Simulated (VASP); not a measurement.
A run of VASP 6.6.1 is set up as follows.

File INCAR:

```
SYSTEM = LiMo16
  PREC = Accurate
  ENCUT = 520
  EDIFF = 1E-7
  ISMEAR = -1
  SIGMA = 0.05
  LREAL = Auto
  LASPH = .TRUE.
  NELM = 100
  ALGO = Normal
  ISIF = 2
  LWAVE = .FALSE.
  LCHARG = .FALSE.
  GGA = PE
  IVDW = 12
  NBANDS = 128
```

File KPOINTS:

```
regular mesh
0
G
  2 2 2
  0 0 0
```

Contents of POSCAR:

```
LiMo16
1.0
    6.3000000000      0.0000000000      0.0000000000
    0.0000000000      6.3000000000      0.0000000000
    0.0000000000      0.0000000000      6.3000000000
Mo Li
16 1
Direct
   -0.0049568729     -0.0025622408      0.0566803858
    0.4938947109      0.0000309996     -0.0026291468
   -0.0069585216      0.4989232732     -0.0026635765
   -0.0051043838     -0.0023456890      0.4437216297
    0.2536929846      0.2598722459      0.2495532148
    0.4930208955      0.5003310623      0.0007037705
    0.4939096078      0.0001839875      0.5021565820
    0.7334962452      0.2594708323      0.2501870125
   -0.0071056434      0.4988300933      0.5021179538
    0.2545871008      0.7382286413      0.2494560666
    0.2496418049      0.2563879679      0.7496095075
    0.4927920777      0.5004972226      0.4983698060
    0.7328111143      0.7389769156      0.2496640899
    0.7349564855      0.2582398397      0.7503496754
    0.2471796321      0.7457720683      0.7495921964
    0.7375007042      0.7443494843      0.7498478102
    0.9876793580      0.0078446960      0.7501658221
```

Potentials or basis: VASP PAW PBE potentials, release 64 (Mo_sv, Li_sv).

Run with:

```console
$ cat potpaw_PBE.64/Mo_sv/POTCAR potpaw_PBE.64/Li_sv/POTCAR > POTCAR
$ mpirun -np 1 vasp_std > vasp.out
```

(1) Predict the dispersion energy per atom.

(2) What does it give for the largest force?

Results:

(1) -0.718 eV.

(2) 0.062 eV/Å.

Caveat: the k points lie up to 0.50 Å⁻¹ apart.
